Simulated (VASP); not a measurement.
A run of VASP 6.6.1 is set up as follows.

The input INCAR:

```
SYSTEM = MgBe3
ALGO = Fast ; EDIFF = 1E-6
ENCUT = 520 ; GGA = PE
ISIF = 2 ; ISMEAR = 0
LASPH = .True. ; LCHARG = .False.
LREAL = .False. ; LWAVE = .False.
NBANDS = 12 ; NELM = 80
PREC = Accurate ; SIGMA = 0.1
```

KPOINTS

```
k-points
0
Gamma
  6 6 6
  0 0 0
```

Contents of POSCAR:

```
MgBe3
1.0
    2.0410819855      1.1784192337      4.2761473263
   -2.0410819855      1.1784192337      4.2761473263
    0.0000000000     -2.3568384675      4.2761473263
Mg Be
1 3
Direct
    0.4433459104      0.4433459104      0.4433459104
    0.5849495517      0.0869931360      0.0869931360
    0.0869931360      0.5849495517      0.0869931360
    0.0869931360      0.0869931360      0.5849495517
```

Potentials or basis: VASP PAW PBE potentials, release 64 (Mg, Be).

Command:

```console
$ cat potpaw_PBE.64/Mg/POTCAR potpaw_PBE.64/Be/POTCAR > POTCAR
$ mpirun -np 1 vasp_std > vasp.out
```

Q: What does it give for the band gap on the k mesh?

A: Zero (band 4 reaches 3.48 eV, above the bottom of band 5 at 1.97 eV).

Q: What does it give for the pressure?

A: 0.1 GPa.

Q: Estimate the largest force.

A: 0.034 eV/Å.

Forces on the atoms (eV/Å):
```
Mg   0.000  0.000 -0.034
Be  -0.006 -0.003  0.011
Be   0.006 -0.003  0.011
Be   0.000  0.007  0.011
```
